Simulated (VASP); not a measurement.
Here is a VASP 6.6.1 calculation.

INCAR

```
PREC = Accurate
ENCUT = 600
EDIFF = 1E-6
ISMEAR = -1
SIGMA = 0.05
LREAL = False
LASPH = True
NELM = 100
ALGO = Normal
ISIF = 8
LWAVE = False
LCHARG = False
GGA = CA
IBRION = 2
NSW = 80
EDIFFG = -0.02
```

The input KPOINTS:

```
Automatic mesh
0
Gamma
  6 6 6
```

POSCAR

```
BiPd3
1.0
    0.0000000000      3.2630863800      3.2630863800
    3.2630863800      0.0000000000      3.2630863800
    3.2630863800      3.2630863800      0.0000000000
Bi Pd
1 3
Direct
    0.5000000000      0.5000000000      0.5000000000
    0.7500000000      0.7500000000      0.7500000000
    0.2500000000      0.2500000000      0.2500000000
    0.0000000000      0.0000000000      0.0000000000
```

Potentials or basis: VASP PAW LDA potentials, release 64 (Bi_d, Pd).

The run is started by

```console
$ cat potpaw_LDA.64/Bi_d/POTCAR potpaw_LDA.64/Pd/POTCAR > POTCAR
$ mpirun -np 1 vasp_std > vasp.out
```

Problem. What does it give for the relaxed cell?

Solution. a = 4.540 Å, b = 4.540 Å, c = 4.540 Å, α = 60.00°, β = 60.00°, γ = 60.00°.

Problem. Estimate the relaxed volume.

Solution. 16.55 Å³/atom.

Problem. Predict the space group after relaxing (to 0.05 Å).

Solution. Fm-3m (No. 225).

Final structure:
```cif
data_structure
_symmetry_space_group_name_H-M 'P 1'
_symmetry_Int_Tables_number 1
_cell_length_a 4.5404
_cell_length_b 4.5404
_cell_length_c 4.5404
_cell_angle_alpha 60.000
_cell_angle_beta 60.000
_cell_angle_gamma 60.000
_cell_volume 66.18
loop_
_atom_site_label
_atom_site_type_symbol
_atom_site_fract_x
_atom_site_fract_y
_atom_site_fract_z
_atom_site_occupancy
Bi1 Bi 0.50000 0.50000 0.50000 1
Pd1 Pd 0.75000 0.75000 0.75000 1
Pd2 Pd 0.25000 0.25000 0.25000 1
Pd3 Pd 0.00000 0.00000 0.00000 1
```
